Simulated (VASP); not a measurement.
# CrCN (P-6m2) in VASP: a series of runs, part 2 of 2

VASP 6.6.1. The steps go on from the part before.

## (4) Relaxation of cell and atoms, PBE, collinear spin, ferromagnetic start

This run uses another cell than the first one, of 12.82 Å³/atom, 1.475 times its volume.

Input file INCAR:

```
SYSTEM = CrCN
  PREC = Accurate
  ENCUT = 600
  EDIFF = 1E-7
  ISMEAR = 0
  SIGMA = 0.1
  LREAL = .False.
  LASPH = .True.
  NELM = 150
  ALGO = Normal
  ISIF = 3
  LWAVE = .False.
  LCHARG = .False.
  ISPIN = 2
  MAGMOM = 3 0 0
  LORBIT = 11
  LMAXMIX = 4
  GGA = PE
  IBRION = 2
  NSW = 90
  EDIFFG = -0.04
```

Input file KPOINTS:

```
regular mesh
0
Gamma
  6 6 6
  0 0 0
```

Input file POSCAR:

```
CrCN
1.0
    3.4965772700      0.0000000000      0.0000000000
   -1.7482886400      3.0281247400      0.0000000000
    0.0000000000      0.0000000000      3.6331411500
Cr C N
1 1 1
Direct
    0.3333333300      0.6666666700      0.5000000000
    0.6666666700      0.3333333300      0.5000000000
    0.0000000000      0.0000000000      0.0000000000
```

Launch:

```
cat potpaw_PBE.64/Cr_pv/POTCAR potpaw_PBE.64/C/POTCAR potpaw_PBE.64/N/POTCAR > POTCAR
mpirun -np 1 vasp_std > vasp.out
```

Wall time 4.4 min (1 thread of AMD EPYC 9R45 (Zen 5), shared host); peak memory 0.18 GiB.

Results (log left out):

| Quantity | Value |
| --- | --- |
| Free energy | -22.6223 eV |
| Relaxed volume | 8.71 Å³/atom |
| Relaxed cell | a = 3.224 Å, b = 3.224 Å, c = 2.904 Å, α = 90.00°, β = 90.00°, γ = 120.00° |
| Space group after relaxing (to 0.05 Å) | P-6m2 (No. 187) |
| Energy gained by relaxing | 551.1 meV/atom |
| Ionic steps | 10 |
| Pressure after relaxing | -0.2 GPa |
| Net moment | -0.69 μB per cell |
| Site moments | Cr -0.63; C +0.02; N -0.03 μB |
| Valence electrons inside the program's atomic spheres | Cr 11.16; C 2.38; N 3.43 |

Stress tensor (GPa, compression positive):
```
-0.02  0.00  0.00
 0.00 -0.02  0.00
 0.00  0.00 -0.61
```

Step by step:
| step | energy change (eV) | largest force (eV/Å) | pressure (GPa) | volume (Å³) |
| --- | --- | --- | --- | --- |
| 1 | 0.0000 | 0.0000 | -30.24 | 38.47 |
| 2 | -1.0876 | 0.0000 | 17.55 | 26.49 |
| 3 | -1.2358 | 0.0000 | -2.42 | 28.83 |
| 4 | -1.5717 | 0.0000 | 3.29 | 26.49 |
| 5 | -1.6124 | 0.0000 | 7.20 | 25.69 |
| 6 | -1.6156 | 0.0000 | 9.21 | 25.37 |
| 7 | -1.6177 | 0.0000 | -9.15 | 27.08 |
| 8 | -1.6527 | 0.0000 | -0.67 | 26.23 |
| 9 | -1.6527 | 0.0000 | -0.47 | 26.21 |
| 10 | -1.6532 | 0.0000 | -0.22 | 26.14 |

Final structure:
```xyz
3
Lattice="3.2238 0.0000 0.0000 -1.6119 2.7919 0.0000 0.0000 0.0000 2.9041" Properties=species:S:1:pos:R:3 pbc="T T T"
Cr    0.0000    1.8613    1.4521
C     1.6119    0.9306    1.4521
N    -1.6119    2.7919    2.9041
```

Levels at points of the mesh, in eV from the Fermi level:
Spin up:
```tsv
k point	band 7	band 8	band 9	band 10	band 11	band 12	band 13	band 14
(0.00, 0.00, 0.00)	-5.33	-2.58	-0.70	0.02	0.02	0.79	0.79	3.87
(0.50, 0.00, 0.00)	-3.68	-3.01	-2.18	-1.13	0.59	0.93	1.22	3.70
(0.00, 0.00, 0.50)	-4.13	-2.21	-2.21	-0.79	-0.19	1.16	1.16	2.23
(0.50, 0.00, 0.50)	-6.14	-3.50	-1.89	-0.60	0.57	2.42	2.60	2.94
```
Spin down:
```tsv
k point	band 7	band 8	band 9	band 10	band 11	band 12	band 13	band 14	band 15	band 16
(0.00, 0.00, 0.00)	-5.46	-2.72	-1.26	-0.05	-0.05	0.06	0.06	3.74	6.08	6.08
(0.50, 0.00, 0.00)	-3.90	-3.34	-2.45	-1.42	-0.13	0.70	0.84	3.49	3.94	4.80
(0.00, 0.00, 0.50)	-4.31	-2.48	-2.48	-0.95	-0.31	0.72	0.72	1.61	6.63	6.65
(0.50, 0.00, 0.50)	-6.26	-3.76	-2.06	-0.97	0.17	2.11	2.19	2.42	3.06	3.94
```

Caveat: the volume moved by over 15 % at a fixed basis, so the end points are rough; a cell with one magnetic atom can't hold antiferromagnetic order, which such compounds often take. With open d or f shells a metallic result of PBE can be an artefact of self-interaction; +U or a hybrid may open a gap.

## (5) Single point, PBE, collinear spin, ferromagnetic start

This run uses another cell than the first one, of 8.67 Å³/atom, 0.997 times its volume.

Input file INCAR:

```
SYSTEM = CrCN
PREC = Accurate
ENCUT = 520
EDIFF = 1E-6
ISMEAR = 0
SIGMA = 0.1
LREAL = .FALSE.
LASPH = .TRUE.
NELM = 150
ALGO = Normal
ISIF = 2
LWAVE = .FALSE.
LCHARG = .FALSE.
ISPIN = 2
MAGMOM = 0.53 0 0
LORBIT = 11
LMAXMIX = 4
GGA = PE
NBANDS = 22
```

Input file KPOINTS:

```
regular mesh
0
G
  18 18 16
  0 0 0
```

Input file POSCAR:

```
CrCN
1.0
    3.2179713188      0.0000000000      0.0000000000
   -1.6089856594      2.7868449108      0.0000000000
    0.0000000000      0.0000000000      2.9012976006
Cr C N
1 1 1
Direct
    0.3333333333      0.6666666667      0.5000000000
    0.6666666667      0.3333333333      0.5000000000
    0.0000000000      0.0000000000      0.0000000000
```

Potentials or basis: VASP PAW PBE potentials, release 64 (Cr_pv, C, N).

Launch:

```
cat potpaw_PBE.64/Cr_pv/POTCAR potpaw_PBE.64/C/POTCAR potpaw_PBE.64/N/POTCAR > POTCAR
mpirun -np 1 vasp_std > vasp.out
```

OUTCAR:

```text
SYSTEM = CrCN
   PREC = Accurate
   ENCUT = 520
   EDIFF = 1E-6
   ISMEAR = 0
   LREAL = .FALSE.
   LASPH = .TRUE.
   NELM = 150
   ISIF = 2
   ISPIN = 2
   LORBIT = 11
   GGA = PE

 ion  position               nearest neighbor table
   1  0.333  0.667  0.500-   2 1.86   2 1.86   2 1.86   3 2.36   3 2.36   3 2.36   3 2.36   3 2.36
                             3 2.36
   2  0.667  0.333  0.500-   1 1.86   1 1.86   1 1.86
   3  0.000  0.000  0.000-   1 2.36   1 2.36   1 2.36   1 2.36   1 2.36   1 2.36

  LATTYP: Found a hexagonal cell.
 ALAT       =     3.2179713188
 C/A-ratio  =     0.9015921253

  Lattice vectors:

 A1 = (   3.2179713188,   0.0000000000,   0.0000000000)
 A2 = (  -1.6089856594,   2.7868449108,   0.0000000000)
 A3 = (   0.0000000000,   0.0000000000,   2.9012976006)

Analysis of symmetry for initial positions (statically):
=====================================================================
 Subroutine PRICEL returns:
 Original cell was already a primitive cell.

 Routine SETGRP: Setting up the symmetry group for a
 hexagonal supercell.

 Subroutine GETGRP returns: Found 12 space group operations
 (whereof 12 operations were pure point group operations)
 out of a pool of 24 trial point group operations.

The static configuration has the point symmetry D_3h.

Analysis of symmetry for dynamics (positions and initial velocities):
=====================================================================
 Subroutine PRICEL returns:
 Original cell was already a primitive cell.

 Routine SETGRP: Setting up the symmetry group for a
 hexagonal supercell.

 Subroutine GETGRP returns: Found 12 space group operations
 (whereof 12 operations were pure point group operations)
 out of a pool of 24 trial point group operations.

The dynamic configuration has the point symmetry D_3h.

Analysis of structural, dynamic, and magnetic symmetry:
=====================================================================
 Subroutine PRICEL returns:
[... 158 lines left out ...]
  free energy    TOTEN  =       -22.60519015 eV

  energy without entropy =      -22.59039540  energy(sigma->0) =      -22.59779277

 E-fermi :   8.2411     XC(G=0): -12.9063

 val. band max:        8.2401823461   @ k =   0.2222   0.2222   0.3750
 cond. band min:       8.2442152866   @ k =   0.1111   0.0556   0.1875
 fundamental gap:      0.0040329405
 Fermi energy:         8.2410581024

 spin component 1

 k-point     1 :       0.0000    0.0000    0.0000
  band No.  band energies     occupation
      1     -35.1123      1.00000
      2     -35.1123      1.00000
      3     -35.0685      1.00000
      4      -8.3278      1.00000
      5       0.2968      1.00000
      6       2.7604      1.00000
[... 589 lines left out ...]
     21      25.6749      0.00000
     22      28.0539      0.00000

 [... further k-points ...]

 spin component 2

 k-point     1 :       0.0000    0.0000    0.0000
  band No.  band energies     occupation
      1     -35.1263      1.00000
      2     -35.1263      1.00000
      3     -35.0916      1.00000
      4      -8.3297      1.00000
      5       0.2949      1.00000
      6       2.7572      1.00000
[... 589 lines left out ...]
     21      25.6669      0.00000
     22      28.0484      0.00000

 [... further k-points ...]

------------------------ aborting loop because EDIFF is reached ----------------------------------------

  FORCE on cell =-STRESS in cart. coord.  units (eV):
  Direction    XX          YY          ZZ          XY          YZ          ZX
  --------------------------------------------------------------------------------------
  -------------------------------------------------------------------------------------
  Total       -0.0725558     -0.0725558     -0.0756210      0.0000000      0.0000000      0.0000000
  in kB       -4.4678158     -4.4678158     -4.6565681      0.0000000      0.0000000      0.0000000
  external PRESSURE =      -4.5307333 kB  Pullay stress =       0.0000000 kB

 VOLUME and BASIS-vectors are now :
 -----------------------------------------------------------------------------
  energy-cutoff  :      520.00
  volume of cell :       26.02
      direct lattice vectors                 reciprocal lattice vectors
     3.217971319  0.000000000  0.000000000     0.310754790  0.179414361  0.000000000
    -1.608985659  2.786844911  0.000000000     0.000000000  0.358828723  0.000000000
     0.000000000  0.000000000  2.901297601     0.000000000  0.000000000  0.344673363

 POSITION                                       TOTAL-FORCE (eV/Angst)
 -----------------------------------------------------------------------------------
     -0.00000      1.85790      1.45065         0.000000     -0.000000      0.000000
      1.60899      0.92895      1.45065        -0.000000      0.000000      0.000000
      0.00000      0.00000      0.00000         0.000000     -0.000000      0.000000
 -----------------------------------------------------------------------------------
    total drift:                               -0.000003      0.000002     -0.000000

  FREE ENERGIE OF THE ION-ELECTRON SYSTEM (eV)
  ---------------------------------------------------
  free  energy   TOTEN  =       -22.6051901497 eV

  energy  without entropy=      -22.5903953957  energy(sigma->0) =      -22.59779277

 total charge

# of ion       s       p       d       tot
------------------------------------------
    1        0.383   6.408   4.376  11.167
    2        0.961   1.428   0.000   2.390
    3        1.341   2.119   0.000   3.460
--------------------------------------------------
tot          2.686   9.956   4.376  17.017

 magnetization (x)

# of ion       s       p       d       tot
------------------------------------------
    1       -0.000  -0.000  -0.016  -0.017
    2        0.000   0.000   0.000   0.001
    3       -0.001  -0.000   0.000  -0.001
--------------------------------------------------
tot         -0.001  -0.000  -0.016  -0.017
```

stdout:

```text
POSCAR found type information on POSCAR CrC N
 POSCAR found :  3 types and       3 ions
 scaLAPACK will be used
 LDA part: xc-table for (Slater+PW92), standard interpolation
 POSCAR, INCAR and KPOINTS ok, starting setup
 FFT: planning ... GRIDC
 FFT: planning ... GRID_SOFT
 FFT: planning ... GRID
 WAVECAR not read
 entering main loop
```

Run time: 2.7 min. Hardware: 1 thread of AMD EPYC 9R45 (Zen 5), shared host; peak memory 0.35 GiB.

What came out:

```
Free energy                                           : -22.6052 eV
Pressure                                              : -0.5 GPa
Net moment                                            : -0.02 μB per cell
Valence electrons inside the program's atomic spheres : Cr 11.17; C 2.39; N 3.46
```

With open d or f shells a metallic result of PBE can be an artefact of self-interaction; +U or a hybrid may open a gap.

## (6) The runs side by side

```csv
task,cell,k mesh,cutoff (eV),gap on the mesh (eV),pressure (GPa),moment (μB)
single point,"a = 3.224, b = 3.224, c = 2.898 Å, angles 90.0, 90.0, 120.0°, 3 atoms",6 × 6 × 6,520,none,0.3,0.69
single point,"a = 3.497, b = 3.497, c = 3.633 Å, angles 90.0, 90.0, 120.0°, 3 atoms",6 × 6 × 6,520,none,-30.2,0.89
relaxation of cell and atoms,"relaxed from a = 3.497, b = 3.497, c = 3.633 Å, angles 90.0, 90.0, 120.0°, 3 atoms",6 × 6 × 6,600,none,-0.2,0.69
single point,"a = 3.218, b = 3.218, c = 2.901 Å, angles 90.0, 90.0, 120.0°, 3 atoms",18 × 18 × 16,520,none,-0.5,0.02
```

Alike in all rows: level PBE; potentials or basis VASP PAW PBE potentials, release 64 (Cr_pv, C, N); spin collinear, ferromagnetic start; smearing gaussian 0.1 eV.

Caveats: some runs use coarse meshes; a cell with one magnetic atom can't hold antiferromagnetic order, which such compounds often take (some runs); the volume moved by over 15 % at a fixed basis, so the end points are rough (some runs).

Absolute energies hang on the potentials; compare differences alone.
